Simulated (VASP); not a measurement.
Wanted: the native input for a VASP 6.6.1 run.

```yaml
Task: single point
Functional: PBEsol
Potentials_or_basis: VASP PAW PBE potentials, release 64 (Rb_sv)
Cutoff: 520 eV
k_mesh: 20 × 20 × 20
Occupations: methfessel-paxton, width 0.1 eV
Spin: no spin polarisation
Dipole_correction: no
Further_INCAR_settings: ALGO = Normal; EDIFF = 1e-06; NBANDS = 10
```

The structure of Rb lies in POSCAR:

```
Rb
1.0
   -2.7950000000      2.7950000000      2.7950000000
    2.7950000000     -2.7950000000      2.7950000000
    2.7950000000      2.7950000000     -2.7950000000
Rb
1
Direct
    0.0000000000      0.0000000000      0.0000000000
```

These files were run (other wordings do the same):

INCAR

```
PREC = Accurate ; ENCUT = 520
EDIFF = 1E-6 ; ISMEAR = 1
SIGMA = 0.1 ; LREAL = F
LASPH = T ; NELM = 80
ALGO = Normal ; ISIF = 2
LWAVE = F ; LCHARG = F
GGA = PS ; NBANDS = 10
```

KPOINTS

```
Automatic mesh
0
Gamma
  20 20 20
```

Potentials or basis: VASP PAW PBE potentials, release 64 (Rb_sv).

The run is started by

```bash
$ cat potpaw_PBE.64/Rb_sv/POTCAR > POTCAR
$ mpirun -np 1 vasp_std > vasp.out
```

Results of the run:

* Pressure: 0.0 GPa
* Band gap on the k mesh: zero (an odd number of electrons rules out a gap without spin polarisation)

Caveat: the PAW data sets were made with another functional, which shifts forces and pressure a little.

Wall time 110 s on 1 thread of Intel(R) Xeon(R) Platinum 8375C CPU @ 2.90GHz (Ice Lake), with other jobs on the host, peak memory 0.35 GiB.
